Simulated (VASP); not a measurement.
# Si7Ni13 in VASP: single point with PBEsol

Aim: the single point of Si7Ni13 with PBEsol.

All numbers are computed with VASP 6.6.1; they aren't measurements. Logs are shortened: lines on timing, memory, paths and dates and some standing lists are left out, and cuts for length are marked.

### Step 1. The cell of the first run

The cell holds a slab with vacuum, 20 atoms: a = 3.868 Å, b = 3.868 Å, c = 29.751 Å, α = 90.00°, β = 90.00°, γ = 120.00°.

### Step 2. Single point, PBEsol

INCAR reads:

```
ALGO = Normal
DIPOL = 0.5 0.5 0.500
EDIFF = 1E-7
ENCUT = 520
GGA = PS
IDIPOL = 3
ISIF = 2
ISMEAR = 0
LASPH = T
LCHARG = F
LDIPOL = T
LREAL = Auto
LWAVE = F
NBANDS = 95
NELM = 60
PREC = Accurate
SIGMA = 0.1
```

KPOINTS reads:

```
k-points
0
Gamma
  9 9 1
```

POSCAR reads:

```
Si7Ni13
1.0
    3.8684636528      0.0000000000      0.0000000000
   -1.9342318264      3.3501877970      0.0000000000
    0.0000000000      0.0000000000     29.7509557750
Si Ni
7 13
Direct
    0.6666666667      0.3333333333      0.2582555521
    0.3333333333      0.6666666667      0.3342924703
    0.6666666667      0.3333333333      0.4184360395
    0.3333333333      0.6666666667      0.5000000022
    0.6666666667      0.3333333333      0.5815639390
    0.3333333333      0.6666666667      0.6657075370
    0.6666666667      0.3333333333      0.7417444224
    0.3333333333      0.6666666667      0.2542259187
    0.0000000000      0.0000000000      0.2887814859
    0.6666666667      0.3333333333      0.3358507672
    0.0000000000      0.0000000000      0.3744507160
    0.3333333333      0.6666666667      0.4160320077
    0.0000000000      0.0000000000      0.4581878372
    0.6666666667      0.3333333333      0.4999999985
    0.0000000000      0.0000000000      0.5418121597
    0.3333333333      0.6666666667      0.5839679822
    0.0000000000      0.0000000000      0.6255492851
    0.6666666667      0.3333333333      0.6641492171
    0.0000000000      0.0000000000      0.7112185322
    0.3333333333      0.6666666667      0.7457741301
```

Potentials or basis: VASP PAW PBE potentials, release 64 (Si, Ni).

Command:

```console
$ cat potpaw_PBE.64/Si/POTCAR potpaw_PBE.64/Ni/POTCAR > POTCAR
$ mpirun -np 1 vasp_std > vasp.out
```

OUTCAR:

```text
EDIFF = 1E-7
   ENCUT = 520
   GGA = PS
   ISIF = 2
   ISMEAR = 0
   LASPH = T
   LREAL = Auto
   NELM = 60
   PREC = Accurate

 ion  position               nearest neighbor table
   1  0.667  0.333  0.258-   8 2.24   8 2.24   8 2.24  10 2.31   9 2.41   9 2.41   9 2.41
   2  0.333  0.667  0.334-  10 2.23  10 2.23  10 2.23   8 2.38  12 2.43  11 2.53  11 2.53  11 2.53
                             9 2.61   9 2.61   9 2.61
   3  0.667  0.333  0.418-  12 2.23  12 2.23  12 2.23  14 2.43  10 2.46  13 2.53  13 2.53  13 2.53
                            11 2.59  11 2.59  11 2.59
   4  0.333  0.667  0.500-  14 2.23  14 2.23  14 2.23  16 2.50  12 2.50  15 2.56  15 2.56  15 2.56
                            13 2.56  13 2.56  13 2.56
   5  0.667  0.333  0.582-  16 2.23  16 2.23  16 2.23  14 2.43  18 2.46  15 2.53  15 2.53  15 2.53
                            17 2.59  17 2.59  17 2.59
   6  0.333  0.667  0.666-  18 2.23  18 2.23  18 2.23  20 2.38  16 2.43  17 2.53  17 2.53  17 2.53
                            19 2.61  19 2.61  19 2.61
   7  0.667  0.333  0.742-  20 2.24  20 2.24  20 2.24  18 2.31  19 2.41  19 2.41  19 2.41
   8  0.333  0.667  0.254-   1 2.24   1 2.24   1 2.24   2 2.38   9 2.46   9 2.46   9 2.46
   9  0.000  0.000  0.289-   1 2.41   1 2.41   1 2.41   8 2.46   8 2.46   8 2.46  11 2.55   2 2.61
                             2 2.61   2 2.61  10 2.64  10 2.64  10 2.64
  10  0.667  0.333  0.336-   2 2.23   2 2.23   2 2.23   1 2.31   3 2.46  11 2.51  11 2.51  11 2.51
                             9 2.64   9 2.64   9 2.64
  11  0.000  0.000  0.374-  13 2.49  10 2.51  10 2.51  10 2.51   2 2.53   2 2.53   2 2.53   9 2.55
                            12 2.55  12 2.55  12 2.55   3 2.59   3 2.59   3 2.59
  12  0.333  0.667  0.416-   3 2.23   3 2.23   3 2.23   2 2.43   4 2.50  11 2.55  11 2.55  11 2.55
                            13 2.56  13 2.56  13 2.56
  13  0.000  0.000  0.458-  15 2.49  11 2.49   3 2.53   3 2.53   3 2.53  14 2.56  14 2.56  14 2.56
                             4 2.56   4 2.56   4 2.56  12 2.56  12 2.56  12 2.56
  14  0.667  0.333  0.500-   4 2.23   4 2.23   4 2.23   5 2.43   3 2.43  15 2.56  15 2.56  15 2.56
                            13 2.56  13 2.56  13 2.56
  15  0.000  0.000  0.542-  13 2.49  17 2.49   5 2.53   5 2.53   5 2.53   4 2.56   4 2.56   4 2.56
                            14 2.56  14 2.56  14 2.56  16 2.56  16 2.56  16 2.56
  16  0.333  0.667  0.584-   5 2.23   5 2.23   5 2.23   6 2.43   4 2.50  17 2.55  17 2.55  17 2.55
                            15 2.56  15 2.56  15 2.56
  17  0.000  0.000  0.626-  15 2.49  18 2.51  18 2.51  18 2.51   6 2.53   6 2.53   6 2.53  19 2.55
                            16 2.55  16 2.55  16 2.55   5 2.59   5 2.59   5 2.59
  18  0.667  0.333  0.664-   6 2.23   6 2.23   6 2.23   7 2.31   5 2.46  17 2.51  17 2.51  17 2.51
                            19 2.64  19 2.64  19 2.64
  19  0.000  0.000  0.711-   7 2.41   7 2.41   7 2.41  20 2.46  20 2.46  20 2.46  17 2.55   6 2.61
                             6 2.61   6 2.61  18 2.64  18 2.64  18 2.64
  20  0.333  0.667  0.746-   7 2.24   7 2.24   7 2.24   6 2.38  19 2.46  19 2.46  19 2.46

  LATTYP: Found a hexagonal cell.
 ALAT       =     3.8684636528
 C/A-ratio  =     7.6906385700

  Lattice vectors:

 A1 = (   3.8684636528,   0.0000000000,   0.0000000000)
 A2 = (  -1.9342318264,   3.3501877970,   0.0000000000)
 A3 = (   0.0000000000,   0.0000000000,  29.7509557750)

Analysis of symmetry for initial positions (statically):
=====================================================================
 Subroutine PRICEL returns:
 Original cell was already a primitive cell.

 Routine SETGRP: Setting up the symmetry group for a
 hexagonal supercell.

 Subroutine GETGRP returns: Found 12 space group operations
 (whereof 12 operations were pure point group operations)
 out of a pool of 24 trial point group operations.

The static configuration has the point symmetry D_3h.

Analysis of symmetry for dynamics (positions and initial velocities):
=====================================================================
 Subroutine PRICEL returns:
 Original cell was already a primitive cell.

 Routine SETGRP: Setting up the symmetry group for a
 hexagonal supercell.

 Subroutine GETGRP returns: Found 12 space group operations
 (whereof 12 operations were pure point group operations)
 out of a pool of 24 trial point group operations.

The dynamic configuration has the point symmetry D_3h.

 Subroutine INISYM returns: Found 12 space group operations
 (whereof 12 operations are pure point group operations),
 and found     1 'primitive' translations

----------------------------------------------------------------------------------------

                                     Primitive cell
[... 79 lines left out ...]

 Found     12 irreducible k-points:

 Following reciprocal coordinates:
            Coordinates               Weight
  0.000000  0.000000  0.000000      1.000000
  0.111111 -0.000000  0.000000      6.000000
  0.222222 -0.000000  0.000000      6.000000
  0.333333 -0.000000  0.000000      6.000000
  0.444444 -0.000000  0.000000      6.000000
  0.111111  0.111111  0.000000      6.000000
  0.222222  0.111111  0.000000     12.000000
  0.333333  0.111111  0.000000     12.000000
  0.444444  0.111111  0.000000      6.000000
  0.222222  0.222222  0.000000      6.000000
  0.333333  0.222222  0.000000     12.000000
  0.333333  0.333333  0.000000      2.000000
   k-points           NKPTS =     12   k-points in BZ     NKDIM =     12   number of bands    NBANDS=     95
   number of dos      NEDOS =    301   number of ions     NIONS =     20
   total plane-waves  NPLWV = 201600
   dimension x,y,z NGX =    30 NGY =   30 NGZ =  224
   dimension x,y,z NGXF=    60 NGYF=   60 NGZF=  448
   ions per type =               7  13
   NGX,Y,Z   is equivalent  to a cutoff of  12.89, 12.89, 12.52 a.u.
   NGXF,Y,Z  is equivalent  to a cutoff of  25.78, 25.78, 25.03 a.u.
 SYSTEM =  unknown system
   PREC   = accura    normal or accurate (medium, high low for compatibility)
   ISTART =      0    job   : 0-new  1-cont  2-samecut
   ICHARG =      2    charge: 1-file 2-atom 10-const
   ISPIN  =      1    spin polarized calculation?
   LNONCOLLINEAR =      F non collinear calculations
   LSORBIT =      F    spin-orbit coupling
   LASPH  =      T    aspherical Exc in radial PAW
   ENCUT  =  520.0 eV  38.22 Ry    6.18 a.u.   7.19  7.19 55.32*2*pi/ulx,y,z
   NELM   =     60;   NELMIN=  2; NELMDL= -5     # of ELM steps
   EDIFF  = 0.1E-06   stopping-criterion for ELM
   LREAL  =      T    real-space projection
   EDIFFG = 0.1E-05   stopping-criterion for IOM
   NSW    =      0    number of steps for IOM
   IBRION =     -1    ionic relax: 0-MD 1-quasi-New 2-CG
   NFREE  =      0    steps in history (QN), initial steepest desc. (CG)
   ISIF   =      2    stress and relaxation
   ISYM   =      2    0-nonsym 1-usesym 2-fastsym
   POTIM  = 0.5000    time-step for ionic-motion
   TEBEG  =    0.0;   TEEND  =   0.0 temperature during run
   PSTRESS=    0.0 pullay stress
   NELECT =     158.0000    total number of electrons
   NUPDOWN=      -1.0000    fix difference up-down
   EMIN   =  10.00;   EMAX   =-10.00  energy-range for DOS
   EFERMI =   0.00;   METHOD = LEGACY
   ISMEAR =     0;   SIGMA  =   0.10  broadening in eV -4-tet -1-fermi 0-gaus
   EFERMI_NEDOS =   21; number of points for ismear=-14 and -15
   IALGO  =     38    algorithm
   IMIX   =      4    mixing-type and parameters
     AMIX     =   0.40;   BMIX     =  1.00
     AMIX_MAG =   1.60;   BMIX_MAG =  1.00
  volume/ion in A,a.u.               =      19.28       130.10
  Fermi-wavevector in a.u.,A,eV,Ry     =   1.215974  2.297858 20.117480  1.478593
  Thomas-Fermi vector in A             =   2.351343
   LORBIT       =      0    0 simple, 1 ext, 2 COOP (PROOUT), +10 PAW based schemes
   GGA     = PS    functional components
   LHFCALC =     F    Hartree Fock is set to
   AEXX    =    0.0000 exact exchange contribution
   IVDW    =     0    specifies the selected vdW correction
   LEPSILON=     F    determine dielectric tensor
   LRPA    =     F    only Hartree local field effects (RPA)
 non-spin polarized calculation
 Gauss-broadening in eV      SIGMA  =   0.10
  energy-cutoff  :      520.00
  volume of cell :      385.57
 maximum number of plane-waves:     10437
 NGX is ok and might be reduce to    30
   NGX = 15   NGY = 15   NGZ =111

 number of electron     158.0000015 magnetization

 dipolmoment           0.000000      0.000000      0.000000 electrons x Angstroem

 Free energy of the ion-electron system (eV)
  ---------------------------------------------------
  ext. energy  EPLUGINS =         0.00000000
  ---------------------------------------------------
  free energy    TOTEN  =      -128.92321406 eV

  energy without entropy =     -128.87933629  energy(sigma->0) =     -128.90127517

 E-fermi :   4.3575     XC(G=0):  -7.9024

 val. band max:        4.3285328530   @ k =   0.2222   0.2222   0.0000
 cond. band min:       4.3762309626   @ k =   0.2222   0.1111   0.0000
 fundamental gap:      0.0476981096
 Fermi energy:         4.3574950765

 k-point     1 :       0.0000    0.0000    0.0000
  band No.  band energies     occupation
      1      -8.3623      2.00000
      2      -8.0653      2.00000
      3      -7.5290      2.00000
      4      -6.6899      2.00000
      5      -5.6367      2.00000
      6      -4.5954      2.00000
[... 1117 lines left out ...]
     90       6.9193      0.00000
     91       8.0631      0.00000
 [bands above 91 left out]

------------------------ aborting loop because EDIFF is reached ----------------------------------------

 vacuum level on the upper side and lower side of the slab       (xc-potential included)        -0.110        -0.110

  FORCE on cell =-STRESS in cart. coord.  units (eV):
  Direction    XX          YY          ZZ          XY          YZ          ZX
  --------------------------------------------------------------------------------------
  -------------------------------------------------------------------------------------
  Total        0.5133334      0.5133334      0.0901510      0.0000000      0.0000000      0.0000000
  in kB        2.1330525      2.1330525      0.3746040      0.0000000      0.0000000      0.0000000
  external PRESSURE =       1.5469030 kB  Pullay stress =       0.0000000 kB

 VOLUME and BASIS-vectors are now :
 -----------------------------------------------------------------------------
  energy-cutoff  :      520.00
  volume of cell :      385.57
      direct lattice vectors                 reciprocal lattice vectors
     3.868463653  0.000000000  0.000000000     0.258500555  0.149245365  0.000000000
    -1.934231826  3.350187797  0.000000000     0.000000000  0.298490730  0.000000000
     0.000000000  0.000000000 29.750955775     0.000000000  0.000000000  0.033612366

 POSITION                                       TOTAL-FORCE (eV/Angst)
 -----------------------------------------------------------------------------------
      1.93423      1.11673      7.68335        -0.000000      0.000000     -0.005014
     -0.00000      2.23346      9.94552        -0.000000     -0.000000      0.005783
      1.93423      1.11673     12.44887         0.000000     -0.000000     -0.006910
     -0.00000      2.23346     14.87548        -0.000000     -0.000000      0.000000
      1.93423      1.11673     17.30208         0.000000      0.000000      0.006910
     -0.00000      2.23346     19.80544        -0.000000     -0.000000     -0.005783
[... 12 lines left out ...]
      0.00000      0.00000     21.15943         0.000000     -0.000000     -0.011196
     -0.00000      2.23346     22.18749        -0.000000      0.000000      0.026052
 -----------------------------------------------------------------------------------
    total drift:                                0.000002     -0.000001      0.000033

  FREE ENERGIE OF THE ION-ELECTRON SYSTEM (eV)
  ---------------------------------------------------
  free  energy   TOTEN  =      -128.9232140570 eV

  energy  without entropy=     -128.8793362876  energy(sigma->0) =     -128.90127517

 vacuum level on the upper side and lower side of the slab         8.710         8.710
```

Run time: 58 min. Hardware: 1 thread of Intel Xeon 8259CL, shared host; peak memory 0.64 GiB.

Results:

```yaml
Free_energy: -128.9232 eV
Largest_force: 0.026 eV/Å
Band_gap_on_the_k_mesh: zero (bands 79 and 80 overlap by 3.24 eV)
```

Forces on the atoms (eV/Å):
```
Si   0.000  0.000 -0.005
Si   0.000  0.000  0.006
Si   0.000  0.000 -0.007
Si   0.000  0.000  0.000
Si   0.000  0.000  0.007
Si   0.000  0.000 -0.006
Si   0.000  0.000  0.005
Ni   0.000  0.000 -0.026
Ni   0.000  0.000  0.011
Ni   0.000  0.000  0.023
Ni   0.000  0.000 -0.001
Ni   0.000  0.000 -0.006
Ni   0.000  0.000  0.000
Ni   0.000  0.000  0.000
Ni   0.000  0.000  0.000
Ni   0.000  0.000  0.006
Ni   0.000  0.000  0.001
Ni   0.000  0.000 -0.023
Ni   0.000  0.000 -0.011
Ni   0.000  0.000  0.026
```

Caveat: the PAW data sets were made with another functional, which shifts forces and pressure a little. Spin polarisation is off, so any magnetic state and its effect on volume and gap are missing.

The gap in the log of VASP goes by the Fermi energy; the results here count the filled bands.